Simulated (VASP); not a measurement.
Crystal: FeO.

```
Fe O
1.0
     0.00000    2.16967    2.16967
     2.16967    0.00000    2.16967
     2.16967    2.16967    0.00000
Fe O
1 1
Direct
  0.00000 0.00000 0.00000
  0.50000 0.50000 0.50000
```

Base run:

```yaml
Program: VASP 6.6.1
Functional: PBE
Dispersion: D4
Potentials_or_basis: VASP PAW PBE potentials, release 64 (Fe_sv, O)
Cutoff: 700 eV
k_mesh: 11 × 11 × 11
Occupations: fermi-dirac, width 0.05 eV
Spin: collinear spin, ferromagnetic start
Starting_moments: "[3.0, 0.0] μB"
```

Its results: band gap on the k mesh zero (filled and empty bands overlap); pressure -9.0 GPa; net moment 4.00 μB per cell; site moments Fe +3.48; O +0.29 μB.

Question: The run is repeated on the same cell with these changes: functional from PBE to BLYP. What comes out?

Answer: Band gap on the k mesh zero (filled and empty bands overlap); pressure -6.3 GPa; net moment 4.00 μB per cell; site moments Fe +3.46; O +0.31 μB.

BLYP binds less tightly than PBE, so the same cell stands under more pressure.

Caveats: the cell stands under tension; a cell with one magnetic atom can't hold antiferromagnetic order, which such compounds often take; semilocal functionals often make such compounds metallic where correlation or magnetic order opens a gap, which also shifts bond lengths; the PAW data sets were made with another functional, which shifts forces and pressure a little (at least some runs).
